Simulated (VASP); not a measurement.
A run of VASP 6.6.1 is set up as follows.

The input INCAR:

```
ALGO = Normal
EDIFF = 1E-6
ENCUT = 500
GGA_COMPAT = F
ISIF = 2
ISMEAR = -1
LASPH = T
LCHARG = F
LREAL = F
LWAVE = F
NBANDS = 11
NELM = 120
PREC = Accurate
SIGMA = 0.1
```

File KPOINTS:

```
k-points
0
Gamma
  15 15 15
```

POSCAR

```
BP
1.0
    0.0000000000      2.1327757138      2.1327757138
    2.1327757138      0.0000000000      2.1327757138
    2.1327757138      2.1327757138      0.0000000000
B P
1 1
Direct
    0.0000000000      0.0000000000      0.0000000000
    0.5000000000      0.5000000000      0.5000000000
```

Potentials or basis: VASP PAW LDA potentials, release 64 (B, P).

The run is started by

```console
$ cat potpaw_LDA.64/B/POTCAR potpaw_LDA.64/P/POTCAR > POTCAR
$ mpirun -np 1 vasp_std > vasp.out
```

Q: What does it give for the pressure?

A: 0.0 GPa.

Q: Estimate the band gap on the k mesh.

A: Zero (band 4 reaches 11.63 eV, above the bottom of band 5 at 7.66 eV).
